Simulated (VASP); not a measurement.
BAs, 2 atoms in the cell. The structure is cubic, space group F-43m (No. 216). Conventional cell: a = 4.743 Å, b = 4.743 Å, c = 4.743 Å, α = 90.00°, β = 90.00°, γ = 90.00°. Within 2.7 Å of B (site symmetry -43m) lie 4 As at 2.05 Å. As (site symmetry -43m) has 4 B at 2.05 Å within 2.7 Å. 

- Program: VASP 6.6.1
- Task: vibrations by perturbation theory
- Functional: LDA
- Potentials or basis: VASP PAW LDA potentials, release 64 (B, As)
- Cutoff: 520 eV
- k mesh: 10 × 10 × 10
- Occupations: gaussian, width 0.01 eV
- Spin: no spin polarisation
- Dipole correction: no
- Further INCAR settings: ALGO = Normal; EDIFF = 1e-08; NBANDS = 11; IBRION = 8; NSW = 1

Potentials or basis: VASP PAW LDA potentials, release 64 (B, As).

Command:

```console
$ cat potpaw_LDA.64/B/POTCAR potpaw_LDA.64/As/POTCAR > POTCAR
$ mpirun -np 1 vasp_std > vasp.out
```

Hardware: 1 thread of Intel(R) Xeon(R) Platinum 8259CL CPU @ 2.50GHz (Skylake/Cascade Lake) (shared host).

Question: How long does it take, and how much memory?

Answer: It took 9.2 min on 1 thread of Intel(R) Xeon(R) Platinum 8259CL CPU @ 2.50GHz (Skylake/Cascade Lake), with other jobs on the host, peak memory 0.26 GiB. Counts: scf iterations 107, k points 47.
